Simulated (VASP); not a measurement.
Wanted: the native input for a VASP 6.6.1 run.

* Task: single point
* Functional: r2SCAN
* Potentials or basis: VASP PAW PBE potentials, release 64 (Al)
* Cutoff: 520 eV
* k mesh: 18 × 18 × 18
* Occupations: gaussian, width 0.1 eV
* Spin: no spin polarisation
* Dipole correction: no
* Further INCAR settings: ALGO = Normal; EDIFF = 1e-06; NBANDS = 8

Al:

```xyz
1
Lattice="0.0000 1.9530 1.9530 1.9530 0.0000 1.9530 1.9530 1.9530 0.0000" Properties=species:S:1:pos:R:3 pbc="T T T"
Al    0.0000    0.0000    0.0000
```

This cell differs from its parent crystal: functional r2SCAN, strained.

One way to write it, as run:

POSCAR

```
Al
1.0
    0.0000000000      1.9529787816      1.9529787816
    1.9529787816      0.0000000000      1.9529787816
    1.9529787816      1.9529787816      0.0000000000
Al
1
Direct
    0.0000000000      0.0000000000      0.0000000000
```

INCAR.step1

```
  PREC = Accurate
  ENCUT = 520
  ISMEAR = 0
  SIGMA = 0.1
  LREAL = F
  LASPH = T
  NELM = 60
  NBANDS = 8
  GGA = PE
  ALGO = Normal
  EDIFF = 1E-4
  LWAVE = T
  LCHARG = F
```

INCAR.step2

```
  PREC = Accurate
  ENCUT = 520
  EDIFF = 1E-6
  ISMEAR = 0
  SIGMA = 0.1
  LREAL = F
  LASPH = T
  NELM = 60
  ALGO = Normal
  ISIF = 2
  LWAVE = F
  LCHARG = F
  METAGGA = R2SCAN
  LMIXTAU = T
  NBANDS = 8
  ISTART = 1
```

KPOINTS

```
regular mesh
0
Gamma
  18 18 18
```

Potentials or basis: VASP PAW PBE potentials, release 64 (Al).

Run with:

```console
$ cat potpaw_PBE.64/Al/POTCAR > POTCAR
$ cp INCAR.step1 INCAR
$ mpirun -np 1 vasp_std > vasp.out
$ cp INCAR.step2 INCAR
$ mpirun -np 1 vasp_std > vasp.out
```

It gave:

```
Pressure : 6.6 GPa
```

Caveat: the cell differs from its parent crystal (functional r2SCAN, strained); the PAW data sets were made with another functional, which shifts forces and pressure a little.

It took 66 s on 1 thread of Intel(R) Xeon(R) Platinum 8259CL CPU @ 2.50GHz (Skylake/Cascade Lake), with other jobs on the host, peak memory 0.15 GiB.
